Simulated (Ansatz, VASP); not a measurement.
# Two plane-wave programs on Re

```
Re
1.0
     2.50517    0.00000    0.00000
     0.00000    2.50517    0.00000
     0.00000    0.00000    2.50517
Re
1
Direct
  0.00000 0.00000 0.00000
```

Alike in both runs: task single point; functional LDA; k mesh 14 × 14 × 14; occupations fermi-dirac, width 0.1 eV; no spin polarisation.

|  | VASP | Ansatz |
| --- | --- | --- |
| version | VASP 6.6.1 | Ansatz 0.2.0 |
| potentials or method | VASP PAW LDA potentials, release 64 (Re), cutoff 520 eV | plane waves (420 eV) with PAW, scalar-relativistic |
| valence electrons in the cell | 7 | 15 |

```tsv
	VASP	Ansatz	Ansatz less VASP
pressure (GPa)	12.5	12.5	-0.09
```

Ansatz warns that its potentials were made for another functional, while VASP's fit it. LDA's correlation is that of Perdew and Zunger in VASP and of Perdew and Wang (1992) in Ansatz. VASP's potentials hold 7 valence electrons a cell and Ansatz's 15, so a difference there can come from the potentials and not from the codes.

Neither program's run includes spin-orbit coupling.
